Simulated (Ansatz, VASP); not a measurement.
**Two plane-wave programs on Ge2CN4**

POSCAR

```
Ge2CN4
1.0
    7.3106396732      0.0000000000     -0.1717922171
    0.0000000000      2.9236568986      0.0000000000
   -3.8042508621      0.0000000000      6.6812448575
Ge C N
4 2 8
Direct
    0.6227667428      0.5000000000      0.8316518308
    0.8300594573      0.0000000000      0.2469978834
    0.2671774587      0.5000000000      0.4143887799
    0.1503902082      0.5000000000      0.7750105225
    0.7407120286      0.0000000000      0.5574188941
    0.4173907779      0.0000000000      0.2004852922
    0.3360763443      0.5000000000      0.6804753677
    0.6429989126      0.0000000000      0.3404723229
    0.6514012018      0.5000000000      0.6045828634
    0.7348872715      0.0000000000      0.9802051933
   -0.0327158475      0.0000000000      0.6836129834
    0.9855547561      0.5000000000      0.3448402390
    0.2850553919      0.0000000000      0.2808220781
    0.3682452959      0.5000000000      0.0590357494
```

The input INCAR.step1:

```
SYSTEM = Ge2CN4
ALGO     = Normal         ! electronic algorithm
EDIFF    = 1E-4           ! SCF threshold, eV
ENCUT    = 520            ! plane-wave cutoff, eV
GGA      = PE             ! functional
ISMEAR   = 0              ! smearing method
LASPH    = .TRUE.         ! aspherical terms in the spheres
LCHARG   = .FALSE.        ! write CHGCAR
LREAL    = .FALSE.        ! projectors in reciprocal space
LWAVE    = .TRUE.         ! write WAVECAR
NBANDS   = 65             ! bands
NELM     = 60             ! most SCF steps
PREC     = Accurate       ! precision mode
SIGMA    = 0.01           ! smearing width, eV
```

INCAR.step2

```
SYSTEM = Ge2CN4
ALGO     = Normal         ! electronic algorithm
EDIFF    = 1E-7           ! SCF threshold, eV
ENCUT    = 520            ! plane-wave cutoff, eV
ISIF     = 2              ! what is computed and relaxed
ISMEAR   = 0              ! smearing method
ISTART   = 1            
LASPH    = .TRUE.         ! aspherical terms in the spheres
LCHARG   = .FALSE.        ! write CHGCAR
LMIXTAU  = .TRUE.       
LREAL    = .FALSE.        ! projectors in reciprocal space
LWAVE    = .FALSE.        ! write WAVECAR
METAGGA  = R2SCAN         ! meta-GGA
NBANDS   = 65             ! bands
NELM     = 60             ! most SCF steps
PREC     = Accurate       ! precision mode
SIGMA    = 0.01           ! smearing width, eV
```

Contents of KPOINTS:

```
k-points
0
G
  4 8 4
  0 0 0
```

Input for Ansatz:

```yaml
crystal:
  lattice:
    - [7.3106396732, 0.0, -0.1717922171]
    - [0.0, 2.9236568986, 0.0]
    - [-3.8042508621, 0.0, 6.6812448575]
  atoms:
    - { symbol: Ge, position: [0.6227667428, 0.5, 0.8316518308] }
    - { symbol: Ge, position: [0.8300594573, 0.0, 0.2469978834] }
    - { symbol: C, position: [0.7407120286, 0.0, 0.5574188941] }
    - { symbol: Ge, position: [0.2671774587, 0.5, 0.4143887799] }
    - { symbol: Ge, position: [0.1503902082, 0.5, 0.7750105225] }
    - { symbol: C, position: [0.4173907779, 0.0, 0.2004852922] }
    - { symbol: "N", position: [0.3360763443, 0.5, 0.6804753677] }
    - { symbol: "N", position: [0.6429989126, 0.0, 0.3404723229] }
    - { symbol: "N", position: [0.6514012018, 0.5, 0.6045828634] }
    - { symbol: "N", position: [0.7348872715, 0.0, 0.9802051933] }
    - { symbol: "N", position: [-0.0327158475, 0.0, 0.6836129834] }
    - { symbol: "N", position: [0.9855547561, 0.5, 0.344840239] }
    - { symbol: "N", position: [0.2850553919, 0.0, 0.2808220781] }
    - { symbol: "N", position: [0.3682452959, 0.5, 0.0590357494] }
kpoints:
  mp_grid: { grid: [4, 8, 4] }
  band_path:
    path:
      - [0.0, 0.0, 0.0]
      - [0.0, -0.5, 0.0]
      - [0.0, -0.5, -0.5]
      - [0.0, 0.0, -0.5]
      - [-0.5, 0.0, 0.0]
      - [-0.5, -0.5, 0.0]
      - [-0.5, -0.5, 0.5]
      - [-0.5, 0.0, 0.5]
      - [0.403646, 0.0, 0.268229]
    npoints: 1
hamiltonian:
  xc: r2scan
scf:
  occupations: { method: fixed }
  n_extra_bands: 7
output:
  forces: true
  stress: true
  eigenvalues: true
```

Alike in both runs: task single point; functional r2SCAN; k mesh 4 × 8 × 4; no spin polarisation.

|  | VASP | Ansatz |
| --- | --- | --- |
| version | VASP 6.6.1 | Ansatz 0.2.0 |
| potentials or method | VASP PAW PBE potentials, release 64 (Ge_d, C, N) | plane waves, PAW |
| plane-wave cutoff (eV) | 520 | 500 |
| occupations | gaussian, width 0.01 eV | fixed |
| valence electrons in the cell | 104 | 104 |

VASP gave:

| Property | Result |
| --- | --- |
| gap on the k mesh at the Fermi level (eV) | 1.52 |
| pressure (GPa) | 0.7 |
| rms of the force components (eV/Å) | 0.022 |

**Question.** Which values does Ansatz return?

**Answer.** gap on the k mesh at the Fermi level (eV): 1.52; pressure (GPa): 0.0; rms of the force components (eV/Å): 0.001.

VASP's potentials were made for PBE, not for r2SCAN.
